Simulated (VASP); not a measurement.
# MgO2 (R-3m) in VASP: notebook

MgO2 is run at these levels: PBEsol, r2SCAN; tasks: single point.

All numbers are computed with VASP 6.6.1; they aren't measurements. Logs are shortened: lines on timing, memory, paths and dates and some standing lists are left out, and cuts for length are marked.

**1. The cell of the first run**

It takes space group R-3m (No. 166, trigonal). The conventional cell has a = 3.157 Å, b = 3.157 Å, c = 10.386 Å, α = 90.00°, β = 90.00°, γ = 120.00°. Mg (site symmetry -3m) has 6 O at 2.08 Å within 2.7 Å. Within 2.0 Å of O (site symmetry 3m) lie 1 O at 1.47 Å.

**2. Single point, PBEsol**

Contents of INCAR:

```
SYSTEM = MgO2
PREC = Accurate
ENCUT = 520
EDIFF = 1E-6
ISMEAR = 0
SIGMA = 0.01
LREAL = .False.
LASPH = .True.
NELM = 60
ALGO = Normal
ISIF = 2
LWAVE = .False.
LCHARG = .False.
GGA = PS
NBANDS = 14
```

Contents of KPOINTS:

```
Automatic mesh
0
Gamma
  6 6 6
  0 0 0
```

Contents of POSCAR:

```
MgO2
1.0
    1.5784791300      0.9113353506      3.4618981106
   -1.5784791300      0.9113353506      3.4618981106
    0.0000000000     -1.8226707012      3.4618981106
Mg O
1 2
Direct
    0.0000000000      0.0000000000      0.0000000000
    0.4291159763      0.4291159763      0.4291159763
    0.5708840237      0.5708840237      0.5708840237
```

Potentials or basis: VASP PAW PBE potentials, release 64 (Mg, O).

The run is started by

```
cat potpaw_PBE.64/Mg/POTCAR potpaw_PBE.64/O/POTCAR > POTCAR
mpirun -np 1 vasp_std > vasp.out
```

OUTCAR:

```text
SYSTEM = MgO2
   PREC = Accurate
   ENCUT = 520
   EDIFF = 1E-6
   ISMEAR = 0
   LREAL = .False.
   LASPH = .True.
   NELM = 60
   ISIF = 2
   GGA = PS

 ion  position               nearest neighbor table
   1  0.000  0.000  0.000-   3 2.08   2 2.08   3 2.08   3 2.08   2 2.08   2 2.08
   2  0.429  0.429  0.429-   3 1.47   1 2.08   1 2.08   1 2.08
   3  0.571  0.571  0.571-   2 1.47   1 2.08   1 2.08   1 2.08

  LATTYP: Found a trigonal (rhomboedric) cell.
 ALAT       =     3.9123991378
 COS(alpha) =     0.6744472449

  Lattice vectors:

 A1 = (   1.5784791300,   0.9113353506,   3.4618981106)
 A2 = (  -1.5784791300,   0.9113353506,   3.4618981106)
 A3 = (   0.0000000000,  -1.8226707012,   3.4618981106)

Analysis of symmetry for initial positions (statically):
=====================================================================
 Subroutine PRICEL returns:
 Original cell was already a primitive cell.

 Routine SETGRP: Setting up the symmetry group for a
 trigonal (rhombohedral) supercell.

 Subroutine GETGRP returns: Found 12 space group operations
 (whereof 12 operations were pure point group operations)
 out of a pool of 12 trial point group operations.

The static configuration has the point symmetry D_3d.

Analysis of symmetry for dynamics (positions and initial velocities):
=====================================================================
 Subroutine PRICEL returns:
 Original cell was already a primitive cell.

 Routine SETGRP: Setting up the symmetry group for a
 trigonal (rhombohedral) supercell.

 Subroutine GETGRP returns: Found 12 space group operations
 (whereof 12 operations were pure point group operations)
 out of a pool of 12 trial point group operations.

The dynamic configuration has the point symmetry D_3d.

 Subroutine INISYM returns: Found 12 space group operations
 (whereof 12 operations are pure point group operations),
 and found     1 'primitive' translations

----------------------------------------------------------------------------------------

                                     Primitive cell

  volume of cell :      29.8801

  direct lattice vectors                    reciprocal lattice vectors
     1.578479130  0.911335351  3.461898111     0.316760602  0.182881819  0.096286292
    -1.578479130  0.911335351  3.461898111    -0.316760602  0.182881819  0.096286292
     0.000000000 -1.822670701  3.461898111     0.000000000 -0.365763638  0.096286292

  length of vectors
     3.912399138  3.912399138  3.912399138     0.378224919  0.378224919  0.378224919

  position of ions in fractional coordinates (direct lattice)
     0.000000000  0.000000000  0.000000000
     0.429115976  0.429115976  0.429115976
     0.570884024  0.570884024  0.570884024

  ion indices of the primitive-cell ions
   primitive index   ion index
                 1           1
                 2           2
                 3           3

----------------------------------------------------------------------------------------

 KPOINTS: Automatic mesh

Automatic generation of k-mesh.
 Grid dimensions read from file:
 generate k-points for:    6    6    6

 Generating k-lattice:

  Cartesian coordinates                     Fractional coordinates (reciprocal lattice)
     0.052793434  0.030480303  0.016047715     0.166666667 -0.000000000 -0.000000000
    -0.052793434  0.030480303  0.016047715    -0.000000000  0.166666667 -0.000000000
     0.000000000 -0.060960606  0.016047715    -0.000000000 -0.000000000  0.166666667

  Length of vectors
     0.063037486  0.063037486  0.063037486

  Shift w.r.t. Gamma in fractional coordinates (k-lattice)
     0.000000000  0.000000000  0.000000000

 Subroutine IBZKPT returns following result:
 ===========================================

 Found     32 irreducible k-points:

 Following reciprocal coordinates:
            Coordinates               Weight
  0.000000  0.000000  0.000000      1.000000
  0.166667  0.000000  0.000000      6.000000
  0.333333  0.000000  0.000000      6.000000
  0.500000  0.000000  0.000000      3.000000
  0.166667  0.166667  0.000000      6.000000
  0.333333  0.166667  0.000000     12.000000
[... 16 lines left out ...]
  0.500000  0.500000  0.166667      6.000000
 -0.333333  0.500000  0.166667     12.000000
 [... further k-points ...]
   k-points           NKPTS =     32   k-points in BZ     NKDIM =     32   number of bands    NBANDS=     14
   number of dos      NEDOS =    301   number of ions     NIONS =      3
   total plane-waves  NPLWV =  27000
   dimension x,y,z NGX =    30 NGY =   30 NGZ =   30
   dimension x,y,z NGXF=    60 NGYF=   60 NGZF=   60
   ions per type =               1   2
   NGX,Y,Z   is equivalent  to a cutoff of  12.75, 12.75, 12.75 a.u.
   NGXF,Y,Z  is equivalent  to a cutoff of  25.50, 25.50, 25.50 a.u.
 SYSTEM =  MgO2
   PREC   = accura    normal or accurate (medium, high low for compatibility)
   ISTART =      0    job   : 0-new  1-cont  2-samecut
   ICHARG =      2    charge: 1-file 2-atom 10-const
   ISPIN  =      1    spin polarized calculation?
   LNONCOLLINEAR =      F non collinear calculations
   LSORBIT =      F    spin-orbit coupling
   LASPH  =      T    aspherical Exc in radial PAW
   ENCUT  =  520.0 eV  38.22 Ry    6.18 a.u.   7.27  7.27  7.27*2*pi/ulx,y,z
   NELM   =     60;   NELMIN=  2; NELMDL= -5     # of ELM steps
   EDIFF  = 0.1E-05   stopping-criterion for ELM
   LREAL  =      F    real-space projection
   EDIFFG = 0.1E-04   stopping-criterion for IOM
   NSW    =      0    number of steps for IOM
   IBRION =     -1    ionic relax: 0-MD 1-quasi-New 2-CG
   NFREE  =      0    steps in history (QN), initial steepest desc. (CG)
   ISIF   =      2    stress and relaxation
   ISYM   =      2    0-nonsym 1-usesym 2-fastsym
   POTIM  = 0.5000    time-step for ionic-motion
   TEBEG  =    0.0;   TEEND  =   0.0 temperature during run
   PSTRESS=    0.0 pullay stress
   NELECT =      14.0000    total number of electrons
   NUPDOWN=      -1.0000    fix difference up-down
   EMIN   =  10.00;   EMAX   =-10.00  energy-range for DOS
   EFERMI =   0.00;   METHOD = LEGACY
   ISMEAR =     0;   SIGMA  =   0.01  broadening in eV -4-tet -1-fermi 0-gaus
   EFERMI_NEDOS =   21; number of points for ismear=-14 and -15
   IALGO  =     38    algorithm
   IMIX   =      4    mixing-type and parameters
     AMIX     =   0.40;   BMIX     =  1.00
     AMIX_MAG =   1.60;   BMIX_MAG =  1.00
  volume/ion in A,a.u.               =       9.96        67.21
  Fermi-wavevector in a.u.,A,eV,Ry     =   1.271520  2.402825 21.997409  1.616764
  Thomas-Fermi vector in A             =   2.404449
   LORBIT       =      0    0 simple, 1 ext, 2 COOP (PROOUT), +10 PAW based schemes
   GGA     = PS    functional components
   LHFCALC =     F    Hartree Fock is set to
   AEXX    =    0.0000 exact exchange contribution
   IVDW    =     0    specifies the selected vdW correction
   LEPSILON=     F    determine dielectric tensor
   LRPA    =     F    only Hartree local field effects (RPA)
 non-spin polarized calculation
 Gauss-broadening in eV      SIGMA  =   0.01
  energy-cutoff  :      520.00
  volume of cell :       29.88
 maximum number of plane-waves:       818
 NGX is ok and might be reduce to    30
   NGX = 15   NGY = 15   NGZ = 15

 number of electron      14.0000002 magnetization

 Free energy of the ion-electron system (eV)
  ---------------------------------------------------
  ext. energy  EPLUGINS =         0.00000000
  ---------------------------------------------------
  free energy    TOTEN  =       -17.22268612 eV

  energy without entropy =      -17.22268612  energy(sigma->0) =      -17.22268612

 E-fermi :   3.0264     XC(G=0): -10.6484

 val. band max:        2.9657927569   @ k =   0.5000   0.5000   0.5000
 cond. band min:       5.3728310118   @ k =   0.5000   0.5000   0.5000
 fundamental gap:      2.4070382549
 Fermi energy:         3.0264246768

 k-point     1 :       0.0000    0.0000    0.0000
  band No.  band energies     occupation
      1     -18.6855      2.00000
      2     -11.5442      2.00000
      3      -5.0640      2.00000
      4      -0.5188      2.00000
      5      -0.5188      2.00000
      6       2.1103      2.00000
      7       2.1103      2.00000
      8       7.6332      0.00000
      9       7.9642      0.00000
     10      15.2346      0.00000
     11      16.9618      0.00000
     12      17.8448      0.00000
     13      17.8448      0.00000
     14      19.8753      0.00000

 k-point     2 :       0.1667    0.0000    0.0000
  band No.  band energies     occupation
      1     -18.5562      2.00000
      2     -11.6247      2.00000
      3      -4.8569      2.00000
      4      -1.2668      2.00000
      5      -0.6170      2.00000
      6       1.9229      2.00000
      7       1.9911      2.00000
      8       7.7946      0.00000
      9       8.7848      0.00000
     10      15.2827      0.00000
     11      15.9451      0.00000
     12      17.3764      0.00000
     13      18.6335      0.00000
     14      18.8014      0.00000

 k-point     3 :       0.3333    0.0000    0.0000
  band No.  band energies     occupation
      1     -18.2826      2.00000
      2     -11.7857      2.00000
      3      -4.3948      2.00000
      4      -2.6010      2.00000
      5      -0.8038      2.00000
      6       1.7409      2.00000
      7       1.7604      2.00000
      8       7.5119      0.00000
      9      10.6924      0.00000
     10      14.0539      0.00000
     11      15.6063      0.00000
     12      17.2248      0.00000
     13      18.0627      0.00000
     14      20.3168      0.00000
[... 324 lines left out ...]
 k-point    23 :       0.5000    0.5000    0.1667
  band No.  band energies     occupation
      1     -18.0623      2.00000
      2     -12.5848      2.00000
      3      -3.0850      2.00000
      4      -2.2484      2.00000
      5      -1.4491      2.00000
      6       1.1065      2.00000
      7       2.8438      2.00000
      8       6.4004      0.00000
      9      10.5260      0.00000
     10      13.8443      0.00000
     11      14.5082      0.00000
     12      16.9119      0.00000
     13      18.7939      0.00000
     14      22.7624      0.00000

 k-point    24 :      -0.3333    0.5000    0.1667
  band No.  band energies     occupation
      1     -18.0096      2.00000
      2     -12.3481      2.00000
      3      -3.4636      2.00000
      4      -2.2233      2.00000
      5      -1.8691      2.00000
      6       0.8066      2.00000
      7       2.4733      2.00000
      8       6.7233      0.00000
      9      11.7792      0.00000
     10      13.5781      0.00000
     11      15.3728      0.00000
     12      16.4336      0.00000
     13      18.6855      0.00000
     14      20.9486      0.00000

 [... further k-points ...]

------------------------ aborting loop because EDIFF is reached ----------------------------------------

  FORCE on cell =-STRESS in cart. coord.  units (eV):
  Direction    XX          YY          ZZ          XY          YZ          ZX
  --------------------------------------------------------------------------------------
  -------------------------------------------------------------------------------------
  Total        0.0605448      0.0605448      0.0822244      0.0000000      0.0000000      0.0000000
  in kB        3.2464192      3.2464192      4.4088843      0.0000000      0.0000000      0.0000000
  external PRESSURE =       3.6339076 kB  Pullay stress =       0.0000000 kB

 VOLUME and BASIS-vectors are now :
 -----------------------------------------------------------------------------
  energy-cutoff  :      520.00
  volume of cell :       29.88
      direct lattice vectors                 reciprocal lattice vectors
     1.578479130  0.911335351  3.461898111     0.316760602  0.182881819  0.096286292
    -1.578479130  0.911335351  3.461898111    -0.316760602  0.182881819  0.096286292
     0.000000000 -1.822670701  3.461898111     0.000000000 -0.365763638  0.096286292

 POSITION                                       TOTAL-FORCE (eV/Angst)
 -----------------------------------------------------------------------------------
      0.00000      0.00000      0.00000        -0.000000      0.000000     -0.000000
      0.00000      0.00000      4.45667         0.000000     -0.000000     -0.102295
      0.00000      0.00000      5.92903         0.000000      0.000000      0.102295
 -----------------------------------------------------------------------------------
    total drift:                               -0.000000     -0.000000      0.000000

  FREE ENERGIE OF THE ION-ELECTRON SYSTEM (eV)
  ---------------------------------------------------
  free  energy   TOTEN  =       -17.2226861188 eV

  energy  without entropy=      -17.2226861188  energy(sigma->0) =      -17.22268612
```

Wall time 15 s (1 thread of Intel Xeon Platinum 8488C (Sapphire Rapids), shared host); peak memory 0.17 GiB.

What came out:

```yaml
Free_energy: -17.2227 eV
Pressure: 0.4 GPa
Largest_force: 0.102 eV/Å
Band_gap_on_the_k_mesh: 2.41 eV, direct
```

Forces on the atoms (eV/Å):
```
Mg   0.000  0.000  0.000
O    0.000  0.000 -0.102
O    0.000  0.000  0.102
```

Levels at points of the mesh, in eV from the valence-band top:
| k point | band 3 | band 4 | band 5 | band 6 | band 7 | band 8 | band 9 | band 10 | band 11 | band 12 |
| --- | --- | --- | --- | --- | --- | --- | --- | --- | --- | --- |
| (0.00, 0.00, 0.00) | -8.03 | -3.48 | -3.48 | -0.86 | -0.86 | 4.67 | 5.00 | 12.27 | 14.00 | 14.88 |
| (0.50, 0.00, 0.00) | -6.95 | -6.36 | -3.86 | -1.32 | -1.22 | 4.30 | 8.66 | 10.52 | 12.70 | 14.27 |
| (0.50, 0.50, 0.00) | -6.27 | -5.68 | -4.54 | -2.28 | -0.16 | 3.64 | 7.79 | 11.21 | 12.62 | 12.97 |
| (0.50, 0.50, 0.50) | -5.11 | -4.03 | -4.03 | 0.00 | 0.00 | 2.41 | 4.92 | 9.67 | 14.40 | 14.40 |

Caveat: the PAW data sets were made with another functional, which shifts forces and pressure a little.

(Continued in part 2 of 2.)
